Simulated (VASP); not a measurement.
# TaTiSi4 (F222) in VASP: relaxation of shape and atoms at fixed volume with PBE

Aim: the relaxation of shape and atoms at fixed volume of TaTiSi4 with PBE.

All numbers are computed with VASP 6.6.1; they aren't measurements. Logs are shortened: lines on timing, memory, paths and dates and some standing lists are left out, and cuts for length are marked.

## Step 1: The cell of the first run

It takes space group F222 (No. 22, orthorhombic). The conventional cell has a = 4.665 Å, b = 8.029 Å, c = 8.410 Å, α = 90.00°, β = 90.00°, γ = 90.00°. Ti (site symmetry 222) has 10 Si at 2.51 to 2.77 Å and 4 Ta at 3.13 Å within 3.3 Å. Within 3.3 Å of Ta (site symmetry 222) lie 10 Si at 2.52 to 2.72 Å and 4 Ti at 3.13 Å. Within 3.3 Å of Si (site symmetry 2) lie 9 Si at 2.46 to 3.16 Å and 2 Ta at 2.52 Å and 3 Ti at 2.64 to 2.77 Å. Si (site symmetry 2) has 9 Si at 2.46 to 3.16 Å and 2 Ti at 2.51 Å and 3 Ta at 2.67 to 2.72 Å within 3.3 Å.

## Step 2: Relaxation of shape and atoms at fixed volume, PBE (13.12 Å³/atom)

File INCAR:

```
ALGO     = Normal         # electronic algorithm
EDIFF    = 1E-7           # SCF threshold, eV
EDIFFG   = -0.01          # ionic threshold
ENCUT    = 600            # plane-wave cutoff, eV
GGA      = PE             # functional
IBRION   = 2              # ionic algorithm
ISIF     = 4              # what is computed and relaxed
ISMEAR   = 0              # smearing method
LASPH    = True           # aspherical terms in the spheres
LCHARG   = False          # write CHGCAR
LREAL    = False          # projectors in reciprocal space
LWAVE    = False          # write WAVECAR
NELM     = 60             # most SCF steps
NSW      = 50             # ionic steps
PREC     = Accurate       # precision mode
SIGMA    = 0.1            # smearing width, eV
```

File KPOINTS:

```
k-points
0
Gamma
  10 10 10
```

File POSCAR:

```
TaTiSi4
1.0
    0.0000000000      4.0144860778      4.2048717293
    2.3323559731      0.0000000000      4.2048717293
    2.3323559731      4.0144860778      0.0000000000
Ti Ta Si
1 1 4
Direct
    0.7500000000      0.7500000000      0.7500000000
    0.5000000000      0.5000000000      0.5000000000
    0.0946702834      0.4053297166      0.0946702834
    0.4053297166      0.0946702834      0.4053297166
    0.1614551215      0.8385448785      0.1614551215
    0.8385448785      0.1614551215      0.8385448785
```

Potentials or basis: VASP PAW PBE potentials, release 64 (Ti_sv, Ta_pv, Si).

On the command line:

```
cat potpaw_PBE.64/Ti_sv/POTCAR potpaw_PBE.64/Ta_pv/POTCAR potpaw_PBE.64/Si/POTCAR > POTCAR
mpirun -np 1 vasp_std > vasp.out
```

OUTCAR:

```text
EDIFF = 1E-7
   EDIFFG = -0.01
   ENCUT = 600
   GGA = PE
   IBRION = 2
   ISIF = 4
   ISMEAR = 0
   LASPH = True
   LREAL = False
   NELM = 60
   NSW = 50
   PREC = Accurate

 ion  position               nearest neighbor table
   1  0.750  0.750  0.750-   6 2.51   5 2.51   6 2.51   5 2.51   4 2.64   4 2.64   3 2.64   3 2.64
                             3 2.77   4 2.77   2 3.13   2 3.13   2 3.13   2 3.13
   2  0.500  0.500  0.500-   3 2.52   4 2.52   3 2.52   4 2.52   5 2.67   5 2.67   6 2.67   6 2.67
                             5 2.72   6 2.72   1 3.13   1 3.13   1 3.13   1 3.13
   3  0.095  0.405  0.095-   5 2.46   5 2.46   4 2.49   2 2.52   2 2.52   1 2.64   1 2.64   1 2.77
                             4 2.78   4 2.78   6 3.10   6 3.10
   4  0.405  0.095  0.405-   6 2.46   6 2.46   3 2.49   2 2.52   2 2.52   1 2.64   1 2.64   1 2.77
                             3 2.78   3 2.78   5 3.10   5 3.10
   5  0.161  0.839  0.161-   3 2.46   3 2.46   1 2.51   1 2.51   6 2.59   2 2.67   2 2.67   2 2.72
                             6 2.73   6 2.73   4 3.10   4 3.10
   6  0.839  0.161  0.839-   4 2.46   4 2.46   1 2.51   1 2.51   5 2.59   2 2.67   2 2.67   2 2.72
                             5 2.73   5 2.73   3 3.10   3 3.10

  LATTYP: Found a face centered orthorhombic cell.
 ALAT       =     4.6647119462
 B/A-ratio  =     1.7212149964
 C/A-ratio  =     1.8028430385

  Lattice vectors:

 A1 = (   0.0000000000,   4.0144860778,   4.2048717293)
 A2 = (   2.3323559731,   0.0000000000,   4.2048717293)
 A3 = (   2.3323559731,   4.0144860778,   0.0000000000)

Analysis of symmetry for initial positions (statically):
=====================================================================
 Subroutine PRICEL returns:
 Original cell was already a primitive cell.

 Routine SETGRP: Setting up the symmetry group for a
 face centered orthorhombic supercell.

 Subroutine GETGRP returns: Found  4 space group operations
 (whereof  4 operations were pure point group operations)
 out of a pool of  8 trial point group operations.

The static configuration has the point symmetry D_2 .

Analysis of symmetry for dynamics (positions and initial velocities):
=====================================================================
 Subroutine PRICEL returns:
 Original cell was already a primitive cell.

 Routine SETGRP: Setting up the symmetry group for a
 face centered orthorhombic supercell.

 Subroutine GETGRP returns: Found  4 space group operations
 (whereof  4 operations were pure point group operations)
 out of a pool of  8 trial point group operations.

The dynamic configuration has the point symmetry D_2 .

 Subroutine INISYM returns: Found  4 space group operations
 (whereof  4 operations are pure point group operations),
 and found     1 'primitive' translations

----------------------------------------------------------------------------------------

                                     Primitive cell

  volume of cell :      78.7422

  direct lattice vectors                    reciprocal lattice vectors
     0.000000000  4.014486078  4.204871729    -0.214375509  0.124548944  0.118909691
     2.332355973  0.000000000  4.204871729     0.214375509 -0.124548944  0.118909691
     2.332355973  4.014486078  0.000000000     0.214375509  0.124548944 -0.118909691

  length of vectors
     5.813522575  4.808412487  4.642842110     0.274970568  0.274970568  0.274970568

  position of ions in fractional coordinates (direct lattice)
     0.750000000  0.750000000  0.750000000
     0.500000000  0.500000000  0.500000000
     0.094670283  0.405329717  0.094670283
     0.405329717  0.094670283  0.405329717
     0.161455121  0.838544879  0.161455121
     0.838544879  0.161455121  0.838544879

  ion indices of the primitive-cell ions
   primitive index   ion index
                 1           1
                 2           2
                 3           3
                 4           4
                 5           5
                 6           6

----------------------------------------------------------------------------------------

 KPOINTS: k-points

Automatic generation of k-mesh.
 Grid dimensions read from file:
 generate k-points for:   10   10   10

 Generating k-lattice:

  Cartesian coordinates                     Fractional coordinates (reciprocal lattice)
    -0.021437551  0.012454894  0.011890969     0.100000000 -0.000000000  0.000000000
     0.021437551 -0.012454894  0.011890969    -0.000000000  0.100000000  0.000000000
     0.021437551  0.012454894 -0.011890969     0.000000000  0.000000000  0.100000000

  Length of vectors
     0.027497057  0.027497057  0.027497057

  Shift w.r.t. Gamma in fractional coordinates (k-lattice)
     0.000000000  0.000000000  0.000000000

 Subroutine IBZKPT returns following result:
 ===========================================

 Found    171 irreducible k-points:

 Following reciprocal coordinates:
            Coordinates               Weight
  0.000000  0.000000  0.000000      1.000000
  0.100000 -0.000000 -0.000000      8.000000
  0.200000 -0.000000 -0.000000      8.000000
  0.300000 -0.000000 -0.000000      8.000000
  0.400000  0.000000  0.000000      8.000000
  0.500000 -0.000000 -0.000000      4.000000
[... 16 lines left out ...]
  0.300000  0.300000  0.000000      2.000000
  0.400000  0.300000  0.000000      8.000000
 [... further k-points ...]
   k-points           NKPTS =    171   k-points in BZ     NKDIM =    171   number of bands    NBANDS=     23
   number of dos      NEDOS =    301   number of ions     NIONS =      6
   total plane-waves  NPLWV =  76800
   dimension x,y,z NGX =    48 NGY =   40 NGZ =   40
   dimension x,y,z NGXF=    96 NGYF=   80 NGZF=   80
   ions per type =               1   1   4
   NGX,Y,Z   is equivalent  to a cutoff of  13.73, 13.83, 14.32 a.u.
   NGXF,Y,Z  is equivalent  to a cutoff of  27.45, 27.66, 28.65 a.u.
 SYSTEM =  unknown system
   PREC   = accura    normal or accurate (medium, high low for compatibility)
   ISTART =      0    job   : 0-new  1-cont  2-samecut
   ICHARG =      2    charge: 1-file 2-atom 10-const
   ISPIN  =      1    spin polarized calculation?
   LNONCOLLINEAR =      F non collinear calculations
   LSORBIT =      F    spin-orbit coupling
   LASPH  =      T    aspherical Exc in radial PAW
   ENCUT  =  600.0 eV  44.10 Ry    6.64 a.u.  11.61  9.60  9.27*2*pi/ulx,y,z
   NELM   =     60;   NELMIN=  2; NELMDL= -5     # of ELM steps
   EDIFF  = 0.1E-06   stopping-criterion for ELM
   LREAL  =      F    real-space projection
   EDIFFG = -.1E-01   stopping-criterion for IOM
   NSW    =     50    number of steps for IOM
   IBRION =      2    ionic relax: 0-MD 1-quasi-New 2-CG
   NFREE  =      1    steps in history (QN), initial steepest desc. (CG)
   ISIF   =      4    stress and relaxation
   ISYM   =      2    0-nonsym 1-usesym 2-fastsym
   POTIM  = 0.5000    time-step for ionic-motion
   TEBEG  =    0.0;   TEEND  =   0.0 temperature during run
   PSTRESS=    0.0 pullay stress
   NELECT =      39.0000    total number of electrons
   NUPDOWN=      -1.0000    fix difference up-down
   EMIN   =  10.00;   EMAX   =-10.00  energy-range for DOS
   EFERMI =   0.00;   METHOD = LEGACY
   ISMEAR =     0;   SIGMA  =   0.10  broadening in eV -4-tet -1-fermi 0-gaus
   EFERMI_NEDOS =   21; number of points for ismear=-14 and -15
   IALGO  =     38    algorithm
   IMIX   =      4    mixing-type and parameters
     AMIX     =   0.40;   BMIX     =  1.00
     AMIX_MAG =   1.60;   BMIX_MAG =  1.00
  volume/ion in A,a.u.               =      13.12        88.56
  Fermi-wavevector in a.u.,A,eV,Ry     =   1.295271  2.447707 22.826848  1.677726
  Thomas-Fermi vector in A             =   2.426801
   LORBIT       =      0    0 simple, 1 ext, 2 COOP (PROOUT), +10 PAW based schemes
   GGA     = PE    functional components
   LHFCALC =     F    Hartree Fock is set to
   AEXX    =    0.0000 exact exchange contribution
   IVDW    =     0    specifies the selected vdW correction
   LEPSILON=     F    determine dielectric tensor
   LRPA    =     F    only Hartree local field effects (RPA)
 conjugate gradient relaxation of ions
 non-spin polarized calculation
 Gauss-broadening in eV      SIGMA  =   0.10
  energy-cutoff  :      600.00
  volume of cell :       78.74
 maximum number of plane-waves:      2651
   NGX = 23   NGY = 19   NGZ = 19

--------------------------------------- Ionic step        1  -------------------------------------------

 number of electron      39.0000001 magnetization

 Free energy of the ion-electron system (eV)
  ---------------------------------------------------
  ext. energy  EPLUGINS =         0.00000000
  ---------------------------------------------------
  free energy    TOTEN  =       -44.04119303 eV

  energy without entropy =      -44.03536290  energy(sigma->0) =      -44.03827797

------------------------ aborting loop because EDIFF is reached ----------------------------------------

  FORCE on cell =-STRESS in cart. coord.  units (eV):
  Direction    XX          YY          ZZ          XY          YZ          ZX
  --------------------------------------------------------------------------------------
  -------------------------------------------------------------------------------------
  Total        9.2755581      8.7604880      9.5857100      0.0000000      0.0000000      0.0000000
  in kB      188.7309352    178.2507407    195.0416350      0.0000000      0.0000000      0.0000000
  external PRESSURE =     187.3411036 kB  Pullay stress =       0.0000000 kB
[... 145 lines left out ...]
  energy  without entropy=      -44.0363976917  energy(sigma->0) =      -44.03935451

--------------------------------------- Ionic step        5  -------------------------------------------

 number of electron      39.0000001 magnetization

 Free energy of the ion-electron system (eV)
  ---------------------------------------------------
  ext. energy  EPLUGINS =         0.00000000
  ---------------------------------------------------
  free energy    TOTEN  =       -44.04234353 eV

  energy without entropy =      -44.03641817  energy(sigma->0) =      -44.03938085

 E-fermi :  10.8879     XC(G=0): -12.2762

 val. band max:       10.8751561782   @ k =  -0.1000   0.4000   0.3000
 cond. band min:      10.8909432906   @ k =   0.5000   0.5000   0.0000
 fundamental gap:      0.0157871124
 Fermi energy:        10.8878633939

 k-point     1 :       0.0000    0.0000    0.0000
  band No.  band energies     occupation
      1     -45.4361      2.00000
      2     -23.1270      2.00000
      3     -23.0808      2.00000
      4     -23.0569      2.00000
      5     -21.8277      2.00000
      6     -21.8008      2.00000
[... 613 lines left out ...]
     22      13.4044      0.00000
     23      13.9426      0.00000

 [... further k-points ...]
[... 5 lines left out ...]
  --------------------------------------------------------------------------------------
  -------------------------------------------------------------------------------------
  Total        9.1638580      9.1276958      9.1220956      0.0000000      0.0000000      0.0000000
  in kB      186.4581604    185.7223644    185.6084159      0.0000000      0.0000000      0.0000000
  external PRESSURE =     185.9296469 kB  Pullay stress =       0.0000000 kB
[... 21 lines left out ...]
  FREE ENERGIE OF THE ION-ELECTRON SYSTEM (eV)
  ---------------------------------------------------
  free  energy   TOTEN  =       -44.0423435300 eV

  energy  without entropy=      -44.0364181667  energy(sigma->0) =      -44.03938085

 reached required accuracy - stopping structural energy minimisation
```

Wall time 36 min (1 thread of Intel Xeon 8259CL, shared host); peak memory 0.59 GiB.

What came out:

```
Free energy                  : -44.0423 eV
Energy gained by relaxing    : 0.2 meV/atom
Ionic steps                  : 5
Pressure after relaxing      : 18.6 GPa
Largest force after relaxing : 0.004 eV/Å
Band gap on the k mesh       : zero (an odd number of electrons rules out a gap without spin polarisation)
```

Forces in eV/Å, atoms in the order of the input:
```
Ti   0.000  0.000  0.000
Ta   0.000  0.000  0.000
Si   0.000  0.002  0.000
Si   0.000 -0.002  0.000
Si   0.000  0.004  0.000
Si   0.000 -0.004  0.000
```

Stress tensor (GPa, compression positive):
```
18.65  0.00  0.00
 0.00 18.57  0.00
 0.00  0.00 18.56
```

Step by step:
```tsv
step	energy change (eV)	largest force (eV/Å)	pressure (GPa)	volume (Å³)
1	0.0000	0.0423	18.73	78.74
2	-0.0007	0.0396	18.55	78.74
3	-0.0010	0.0408	18.61	78.74
4	-0.0011	0.0169	18.60	78.74
5	-0.0012	0.0042	18.59	78.74
```

Final structure:
```
Ti Ta Si
1.0
     0.00000    4.00574    4.21322
     2.33282    0.00000    4.21322
     2.33282    4.00574    0.00000
Ti Ta Si
1 1 4
Cartesian
  3.4992 6.0086 6.3198
  2.3328 4.0057 4.2132
  1.1664 0.7536 2.1066
  1.1664 3.2521 2.1066
  2.3328 1.2961 4.2132
  2.3328 6.7153 4.2132
```

Caveat: spin-orbit coupling is left out, which moves the levels of the heavy elements.
